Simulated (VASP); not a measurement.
## InSe2: single point with PBEsol+D3(BJ)

InSe2:

```xyz
6
Lattice="3.5262 0.0000 0.0000 0.0000 3.5262 0.0000 0.0000 0.0000 9.7141" Properties=species:S:1:pos:R:3 pbc="T T T"
In    0.0000    1.7631    6.8496
In    1.7631    0.0000    2.8646
Se    0.0000    1.7631    3.5650
Se    1.7631    0.0000    6.1492
Se    0.0000    0.0000    0.0000
Se    1.7631    1.7631    0.0000
```

```yaml
Program: VASP 6.6.1
Task: single point
Functional: PBEsol
Dispersion: D3(BJ)
Potentials_or_basis: VASP PAW PBE potentials, release 64 (In_d, Se)
Cutoff: 500 eV
k_mesh: 12 × 12 × 6
Occupations: gaussian, width 0.15 eV
Spin: no spin polarisation
```

- Pressure: 15.9 GPa
- Largest force: 1.101 eV/Å
- Band gap on the k mesh: zero (bands 25 and 26 overlap by 3.08 eV)
- Dispersion energy per atom: -0.407 eV

Forces on the atoms (eV/Å):
```
In   0.000  0.000  1.101
In   0.000  0.000 -1.101
Se   0.000  0.000  0.496
Se   0.000  0.000 -0.496
Se   0.000  0.000  0.000
Se   0.000  0.000  0.000
```

Stress tensor (GPa, compression positive):
```
24.72  0.00  0.00
 0.00 24.72  0.00
 0.00  0.00 -1.61
```

Levels at points of the mesh, in eV from the Fermi level:
| k point | band 22 | band 23 | band 24 | band 25 | band 26 | band 27 | band 28 | band 29 |
| --- | --- | --- | --- | --- | --- | --- | --- | --- |
| (0.00, 0.00, 0.00) | -2.61 | -2.61 | -1.45 | 0.27 | 0.56 | 2.26 | 3.28 | 4.02 |
| (0.50, 0.00, 0.00) | -2.52 | -1.27 | -1.27 | -1.23 | -1.23 | 1.39 | 1.39 | 2.99 |
| (0.50, 0.50, 0.00) | -4.24 | -2.39 | -2.39 | -1.88 | -1.88 | 1.74 | 1.74 | 2.82 |
| (0.00, 0.00, 0.50) | -2.57 | -2.57 | -0.83 | 0.18 | 0.56 | 1.48 | 2.52 | 4.22 |
| (0.50, 0.00, 0.50) | -2.32 | -1.30 | -1.30 | -1.24 | -1.24 | 0.52 | 0.52 | 3.50 |
| (0.50, 0.50, 0.50) | -4.12 | -2.56 | -2.56 | -2.22 | -2.22 | 2.56 | 2.56 | 3.74 |

It took 8.4 min on 1 thread of Oxide Virtual Turin-like Processor, on a shared host, peak memory 0.44 GiB.

Caveat: the stress differs along the axes, from -2 to 25 GPa; the PAW data sets were made with another functional, which shifts forces and pressure a little; spin-orbit coupling is left out, which moves the levels of the heavy elements.
